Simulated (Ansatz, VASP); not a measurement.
# One calculation of Mg5Se2, two programs

```
Mg Se
1.0
     1.88325    1.08729   13.64533
    -1.88325    1.08729   13.64533
     0.00000   -2.17459   13.64533
Mg Se
5 2
Direct
  0.58747 0.58747 0.58747
  0.00000 0.00000 0.00000
  0.41253 0.41253 0.41253
  0.13780 0.13780 0.13780
  0.86220 0.86220 0.86220
  0.29351 0.29351 0.29351
  0.70649 0.70649 0.70649
```

Alike in both runs: functional PBE; k mesh 5 × 5 × 5; occupations gaussian, width 0.2 eV; no spin polarisation.

Ansatz relaxed the structure, and its values are those at the end. VASP's run is a single point on that final structure, the one shown.

|  | VASP | Ansatz |
| --- | --- | --- |
| version | VASP 6.6.1 | Ansatz 0.2.0 |
| potentials or method | VASP PAW PBE potentials, release 64 (Mg, Se), cutoff 520 eV | scalar-relativistic, plane waves, PAW |
| valence electrons in the cell | 22 | 82 |

```tsv
	VASP	Ansatz	Ansatz less VASP
gap on the k mesh at the Fermi level (eV)	none	none	-
pressure (GPa)	-0.1	0.0	+0.09
rms of the force components (eV/Å)	0.011	0.011	0.0000
```

A gap of «none» marks a metal or a gap that the smearing closes. VASP's potentials hold 22 valence electrons a cell and Ansatz's 82, so a difference there can come from the potentials and not from the codes.

The k mesh is coarse, so the values compare programs but aren't converged.
